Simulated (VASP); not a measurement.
# BaTiO3 (Amm2) in VASP: single point with r2SCAN+U

Aim: the single point of BaTiO3 with r2SCAN+U.

Everything below comes from runs of VASP 6.6.1. Logs are shortened: lines on timing, memory, paths and dates and some standing lists are left out, and cuts for length are marked.

### 1 The cell of the first run

The structure is orthorhombic, space group Amm2 (No. 38). Conventional cell: a = 3.984 Å, b = 5.674 Å, c = 5.692 Å, α = 90.00°, β = 90.00°, γ = 90.00°. Ba (site symmetry mm2) has 12 O at 2.80 to 2.89 Å and 8 Ti at 3.44 to 3.51 Å within 3.7 Å. Ti (site symmetry mm2) has 6 O at 1.95 to 2.07 Å within 2.6 Å. Within 2.6 Å of O (site symmetry mm2) lie 2 Ti at 1.99 Å. O (site symmetry m) has 2 Ti at 1.95 to 2.07 Å within 2.6 Å.

### 2 Single point, r2SCAN+U, collinear spin

POSCAR

```
BaTiO3
1.0
    3.9841000000      0.0000000000      0.0000000000
    0.0000000000      2.8370500000      2.8458000000
    0.0000000000     -2.8370500000      2.8458000000
Ba Ti O
1 1 3
Direct
    0.0000000000      0.0000000000      0.0000000000
    0.5000000000      0.5079000000      0.5079000000
    0.0000000000      0.4921000000      0.4921000000
    0.5000000000      0.5025100000      0.9937100000
    0.5000000000      0.9937100000      0.5025100000
```

INCAR.step1

```
PREC = Accurate
ENCUT = 660
ISMEAR = 0
SIGMA = 0.02
LREAL = False
LASPH = True
NELM = 200
ISPIN = 2
MAGMOM = 0 2.5 0 0 0
LMAXMIX = 4
LDAU = True
LDAUTYPE = 2
LDAUL = -1 2 -1
LDAUU = 0 4 0
LDAUJ = 0 0 0
NBANDS = 32
GGA = PE
ALGO = Normal
EDIFF = 1E-5
LWAVE = True
LCHARG = False
GGA_COMPAT = False
```

INCAR.step2

```
PREC = Accurate
ENCUT = 660
EDIFF = 1E-6
ISMEAR = 0
SIGMA = 0.02
LREAL = False
LASPH = True
NELM = 200
ALGO = Normal
ISIF = 2
LWAVE = False
LCHARG = True
ISPIN = 2
MAGMOM = 0 2.5 0 0 0
LORBIT = 11
LMAXMIX = 4
LDAU = True
LDAUTYPE = 2
LDAUL = -1 2 -1
LDAUU = 0 4 0
LDAUJ = 0 0 0
LDAUPRINT = 1
METAGGA = R2SCAN
LMIXTAU = True
LELF = True
LVHAR = True
NBANDS = 32
ISTART = 1
GGA_COMPAT = False
```

KPOINTS

```
Automatic mesh
0
Gamma
  6 6 6
```

Potentials or basis: VASP PAW PBE potentials, release 64 (Ba_sv, Ti_sv, O).

Launch:

```bash
$ cat potpaw_PBE.64/Ba_sv/POTCAR potpaw_PBE.64/Ti_sv/POTCAR potpaw_PBE.64/O/POTCAR > POTCAR
$ cp INCAR.step1 INCAR
$ mpirun -np 1 vasp_std > vasp.out
$ cp INCAR.step2 INCAR
$ mpirun -np 1 vasp_std > vasp.out
```

OUTCAR:

```text
PREC = Accurate
   ENCUT = 660
   EDIFF = 1E-6
   ISMEAR = 0
   LREAL = False
   LASPH = True
   NELM = 200
   ISIF = 2
   ISPIN = 2
   LORBIT = 11
   METAGGA = R2SCAN
   ISTART = 1

 ion  position               nearest neighbor table
   1  0.000  0.000  0.000-   3 2.80   4 2.82   5 2.82   4 2.82   5 2.82   4 2.84   5 2.84   5 2.84
                             4 2.84   3 2.84   3 2.84   3 2.89   2 3.44   2 3.44   2 3.47   2 3.47
   2  0.500  0.508  0.508-   4 1.95   5 1.95   3 1.99   3 1.99   5 2.07   4 2.07   1 3.44   1 3.44
                             1 3.47   1 3.47   1 3.47   1 3.47   1 3.51   1 3.51
   3  0.000  0.492  0.492-   2 1.99   2 1.99   1 2.80   1 2.84   1 2.84   1 2.89
   4  0.500  0.503  0.994-   2 1.95   2 2.07   1 2.82   1 2.82   1 2.84   1 2.84
   5  0.500  0.994  0.503-   2 1.95   2 2.07   1 2.82   1 2.82   1 2.84   1 2.84

  LATTYP: Found a base centered orthorhombic cell.
 ALAT       =     5.6741000000
 B/A-ratio  =     1.0030841896
 C/A-ratio  =     0.7021554079

  Lattice vectors:

 A1 = (   0.0000000000,   2.8370500000,  -2.8458000000)
 A2 = (   0.0000000000,   2.8370500000,   2.8458000000)
 A3 = (   3.9841000000,   0.0000000000,   0.0000000000)

Analysis of symmetry for initial positions (statically):
=====================================================================
 Subroutine PRICEL returns:
 Original cell was already a primitive cell.

 Routine SETGRP: Setting up the symmetry group for a
 base centered orthorhombic supercell.

 Subroutine GETGRP returns: Found  4 space group operations
 (whereof  4 operations were pure point group operations)
 out of a pool of  8 trial point group operations.

The static configuration has the point symmetry C_2v.

Analysis of symmetry for dynamics (positions and initial velocities):
=====================================================================
 Subroutine PRICEL returns:
 Original cell was already a primitive cell.

 Routine SETGRP: Setting up the symmetry group for a
 base centered orthorhombic supercell.

 Subroutine GETGRP returns: Found  4 space group operations
 (whereof  4 operations were pure point group operations)
 out of a pool of  8 trial point group operations.

The dynamic configuration has the point symmetry C_2v.

Analysis of structural, dynamic, and magnetic symmetry:
=====================================================================
 Subroutine PRICEL returns:
 Original cell was already a primitive cell.

 Routine SETGRP: Setting up the symmetry group for a
 base centered orthorhombic supercell.

 Subroutine GETGRP returns: Found  4 space group operations
 (whereof  4 operations were pure point group operations)
 out of a pool of  8 trial point group operations.

The overall configuration has the point symmetry C_2v.

 Subroutine INISYM returns: Found  4 space group operations
 (whereof  4 operations are pure point group operations),
 and found     1 'primitive' translations

----------------------------------------------------------------------------------------

                                     Primitive cell

  volume of cell :      64.3327

  direct lattice vectors                    reciprocal lattice vectors
     3.984100000  0.000000000  0.000000000     0.250997716  0.000000000  0.000000000
     0.000000000  2.837050000  2.845800000     0.000000000  0.176239404  0.175697519
     0.000000000 -2.837050000  2.845800000     0.000000000 -0.176239404  0.175697519

  length of vectors
     3.984100000  4.018386535  4.018386535     0.250997716  0.248857280  0.248857280

  position of ions in fractional coordinates (direct lattice)
     0.000000000  0.000000000  0.000000000
     0.500000000  0.507900000  0.507900000
     0.000000000  0.492100000  0.492100000
     0.500000000  0.502510000  0.993710000
     0.500000000  0.993710000  0.502510000

  ion indices of the primitive-cell ions
[... 88 lines left out ...]
   PSTRESS=    0.0 pullay stress
   NELECT =      40.0000    total number of electrons
   NUPDOWN=      -1.0000    fix difference up-down
   EMIN   =  10.00;   EMAX   =-10.00  energy-range for DOS
   EFERMI =   0.00;   METHOD = LEGACY
   ISMEAR =     0;   SIGMA  =   0.02  broadening in eV -4-tet -1-fermi 0-gaus
   EFERMI_NEDOS =   21; number of points for ismear=-14 and -15
   IALGO  =     38    algorithm
   IMIX   =      4    mixing-type and parameters
     AMIX     =   0.40;   BMIX     =  1.00
     AMIX_MAG =   1.60;   BMIX_MAG =  1.00
  volume/ion in A,a.u.               =      12.87        86.83
  Fermi-wavevector in a.u.,A,eV,Ry     =   1.397283  2.640482 26.564002  1.952399
  Thomas-Fermi vector in A             =   2.520554
   LORBIT       =     11    0 simple, 1 ext, 2 COOP (PROOUT), +10 PAW based schemes
 LDA+U is selected, type is set to LDAUTYPE =  2
   angular momentum for each species LDAUL =    -1    2   -1
   U (eV)           for each species LDAUU =   0.0  4.0  0.0
   J (eV)           for each species LDAUJ =   0.0  0.0  0.0
   METAGGA = R2SCAN    functional components
   LHFCALC =     F    Hartree Fock is set to
   AEXX    =    0.0000 exact exchange contribution
   IVDW    =     0    specifies the selected vdW correction
   LEPSILON=     F    determine dielectric tensor
   LRPA    =     F    only Hartree local field effects (RPA)
 spin polarized calculation
 Gauss-broadening in eV      SIGMA  =   0.02
  energy-cutoff  :      660.00
  volume of cell :       64.33
 maximum number of plane-waves:      2517
 NGX is ok and might be reduce to    36
   NGX = 17   NGY = 17   NGZ = 17

 number of electron      40.0000003 magnetization       0.0000000

atom =   2  type =  2  l = 2

 onsite density matrix

spin component  1

  0.0962  0.0000  0.0000  0.0000  0.0000
  0.0000  0.2336  0.0000  0.0000  0.0000
  0.0000  0.0000  0.1298  0.0000 -0.0602
  0.0000  0.0000  0.0000  0.0967  0.0000
  0.0000  0.0000 -0.0602  0.0000  0.2011

spin component  2

  0.0962  0.0000  0.0000  0.0000  0.0000
  0.0000  0.2336  0.0000  0.0000  0.0000
  0.0000  0.0000  0.1298  0.0000 -0.0602
  0.0000  0.0000  0.0000  0.0967  0.0000
  0.0000  0.0000 -0.0602  0.0000  0.2011

 occupancies and eigenvectors

  o =  0.0955  v =  0.0000  0.0000 -0.8689  0.0000 -0.4950  0.0000  0.0000  0.0000  0.0000  0.0000      0.0000  0.0000  0.0000  0.0000  0.0000  0.0000  0.0000  0.0000  0.0000  0.0000
  o =  0.0955  v =  0.0000  0.0000  0.0000  0.0000  0.0000  0.0000  0.0000 -0.8689  0.0000 -0.4950      0.0000  0.0000  0.0000  0.0000  0.0000  0.0000  0.0000  0.0000  0.0000  0.0000
  o =  0.0962  v =  0.0000  0.0000  0.0000  0.0000  0.0000  1.0000  0.0000  0.0000  0.0000  0.0000      0.0000  0.0000  0.0000  0.0000  0.0000  0.0000  0.0000  0.0000  0.0000  0.0000
  o =  0.0962  v =  1.0000  0.0000  0.0000  0.0000  0.0000  0.0000  0.0000  0.0000  0.0000  0.0000      0.0000  0.0000  0.0000  0.0000  0.0000  0.0000  0.0000  0.0000  0.0000  0.0000
  o =  0.0967  v =  0.0000  0.0000  0.0000  0.0000  0.0000  0.0000  0.0000  0.0000  1.0000  0.0000      0.0000  0.0000  0.0000  0.0000  0.0000  0.0000  0.0000  0.0000  0.0000  0.0000
  o =  0.0967  v =  0.0000  0.0000  0.0000  1.0000  0.0000  0.0000  0.0000  0.0000  0.0000  0.0000      0.0000  0.0000  0.0000  0.0000  0.0000  0.0000  0.0000  0.0000  0.0000  0.0000
  o =  0.2336  v =  0.0000  1.0000  0.0000  0.0000  0.0000  0.0000  0.0000  0.0000  0.0000  0.0000      0.0000  0.0000  0.0000  0.0000  0.0000  0.0000  0.0000  0.0000  0.0000  0.0000
  o =  0.2336  v =  0.0000  0.0000  0.0000  0.0000  0.0000  0.0000  1.0000  0.0000  0.0000  0.0000      0.0000  0.0000  0.0000  0.0000  0.0000  0.0000  0.0000  0.0000  0.0000  0.0000
  o =  0.2354  v =  0.0000  0.0000  0.0000  0.0000  0.0000  0.0000  0.0000 -0.4950  0.0000  0.8689      0.0000  0.0000  0.0000  0.0000  0.0000  0.0000  0.0000  0.0000  0.0000  0.0000
  o =  0.2354  v =  0.0000  0.0000 -0.4950  0.0000  0.8689  0.0000  0.0000  0.0000  0.0000  0.0000      0.0000  0.0000  0.0000  0.0000  0.0000  0.0000  0.0000  0.0000  0.0000  0.0000

 number of electron      40.0000003 magnetization      -0.0000000

 Free energy of the ion-electron system (eV)
  ---------------------------------------------------
  ext. energy  EPLUGINS =         0.00000000
  ---------------------------------------------------
  free energy    TOTEN  =       -71.66405983 eV

  energy without entropy =      -71.66405983  energy(sigma->0) =      -71.66405983

 E-fermi :   3.8331     XC(G=0): -11.9023

 val. band max:        3.6391173095   @ k =   0.5000   0.5000   0.5000
 cond. band min:       6.3459351356   @ k =   0.0000   0.0000   0.0000
 fundamental gap:      2.7068178260
 Fermi energy:         3.8331295044

 spin component 1

 k-point     1 :       0.0000    0.0000    0.0000
  band No.  band energies     occupation
      1     -56.2850      1.00000
      2     -31.3968      1.00000
      3     -31.3952      1.00000
      4     -31.3900      1.00000
      5     -21.8500      1.00000
      6     -14.2713      1.00000
[... 1673 lines left out ...]
     31      17.7305      0.00000
     32      17.9981      0.00000

 [... further k-points ...]
[... 5 lines left out ...]
  --------------------------------------------------------------------------------------
  -------------------------------------------------------------------------------------
  Total        1.8062367      1.4917994      1.1674186      0.0000000      0.0000000      0.0000000
  in kB       44.9835436     37.1526189     29.0740555      0.0000000      0.0000000      0.0000000
  external PRESSURE =      37.0700727 kB  Pullay stress =       0.0000000 kB

 VOLUME and BASIS-vectors are now :
 -----------------------------------------------------------------------------
  energy-cutoff  :      660.00
  volume of cell :       64.33
      direct lattice vectors                 reciprocal lattice vectors
     3.984100000  0.000000000  0.000000000     0.250997716  0.000000000  0.000000000
     0.000000000  2.837050000  2.845800000     0.000000000  0.176239404  0.175697519
     0.000000000 -2.837050000  2.845800000     0.000000000 -0.176239404  0.175697519

 POSITION                                       TOTAL-FORCE (eV/Angst)
 -----------------------------------------------------------------------------------
      0.00000      0.00000      0.00000         0.000000      0.000000      0.098030
      1.99205      0.00000      2.89076         0.000000      0.000000     -0.275003
      0.00000      0.00000      2.80084         0.000000      0.000000      0.139521
      1.99205     -1.39356      4.25794         0.000000     -0.189580      0.018726
      1.99205      1.39356      4.25794         0.000000      0.189580      0.018726
 -----------------------------------------------------------------------------------
    total drift:                                0.000000      0.000000      0.023051

  FREE ENERGIE OF THE ION-ELECTRON SYSTEM (eV)
  ---------------------------------------------------
  free  energy   TOTEN  =       -71.6640598272 eV

  energy  without entropy=      -71.6640598272  energy(sigma->0) =      -71.66405983

 total charge

# of ion       s       p       d       tot
------------------------------------------
    1        2.019   5.671   0.308   7.998
    2        2.216   6.283   1.489   9.988
    3        1.562   3.523   0.000   5.085
    4        1.562   3.519   0.000   5.081
    5        1.562   3.519   0.000   5.081
--------------------------------------------------
tot          8.921  22.515   1.798  33.233

 magnetization (x)

# of ion       s       p       d       tot
------------------------------------------
    1        0.000   0.000   0.000   0.000
    2        0.000   0.000   0.000   0.000
    3       -0.000  -0.000   0.000  -0.000
    4       -0.000  -0.000   0.000  -0.000
    5       -0.000  -0.000   0.000  -0.000
--------------------------------------------------
tot         -0.000  -0.000   0.000  -0.000
```

Run time: 5.8 min. Hardware: 1 thread of Intel Xeon 6975P-C (Granite Rapids), shared host; peak memory 0.42 GiB.

Results:

```
Free energy                                           : -71.6641 eV
Pressure                                              : 3.7 GPa
Largest force                                         : 0.275 eV/Å
Band gap on the k mesh                                : 2.71 eV (least direct gap 2.93 eV)
Net moment                                            : 0.00 μB per cell
Valence electrons inside the program's atomic spheres : Ba 8.00; Ti 9.99; O 5.08
```

Forces on the atoms (eV/Å):
```
Ba   0.000  0.000  0.098
Ti   0.000  0.000 -0.275
O    0.000  0.000  0.140
O    0.000 -0.190  0.019
O    0.000  0.190  0.019
```

Levels at points of the mesh, in eV from the valence-band top:
Spin up:
```csv
k point,band 18,band 19,band 20,band 21,band 22,band 23
"(0.00, 0.00, 0.00)",-0.27,-0.25,-0.23,2.71,2.72,2.78
"(0.50, 0.00, 0.00)",-1.74,-0.88,-0.84,2.90,4.26,4.38
"(0.00, 0.50, 0.00)",-1.67,-0.85,-0.82,2.92,4.30,4.35
"(0.50, 0.50, 0.00)",-0.90,-0.90,-0.09,4.37,4.42,4.84
"(0.00, 0.50, 0.50)",-0.96,-0.93,-0.12,4.36,4.39,4.81
"(0.50, 0.50, 0.50)",-0.03,0.00,0.00,5.04,5.05,5.07
```
Spin down:
```csv
k point,band 16,band 17,band 18,band 19,band 20,band 21,band 22,band 23,band 24,band 25
"(0.00, 0.00, 0.00)",-1.15,-1.14,-0.27,-0.25,-0.23,2.71,2.72,2.78,4.27,4.31
"(0.50, 0.00, 0.00)",-1.97,-1.77,-1.74,-0.88,-0.84,2.90,4.26,4.38,4.41,6.26
"(0.00, 0.50, 0.00)",-1.97,-1.73,-1.67,-0.85,-0.82,2.92,4.30,4.35,4.36,6.29
"(0.50, 0.50, 0.00)",-2.62,-1.93,-0.90,-0.90,-0.09,4.37,4.42,4.84,5.08,8.08
"(0.00, 0.50, 0.50)",-2.57,-1.91,-0.96,-0.93,-0.12,4.36,4.39,4.81,5.18,8.03
"(0.50, 0.50, 0.50)",-2.35,-2.29,-0.03,0.00,0.00,5.04,5.05,5.07,7.29,7.30
```

Eigenvalues of the final occupation matrices:
```
    site  spin  trace               eigenvalues
site 2 d     1   0.76  0.10 0.10 0.10 0.23 0.24
site 2 d     2   0.76  0.10 0.10 0.10 0.23 0.24
```

Caveat: the cell stands under pressure; the PAW data sets were made with another functional, which shifts forces and pressure a little; spin-orbit coupling is left out, which moves the levels of the heavy elements.
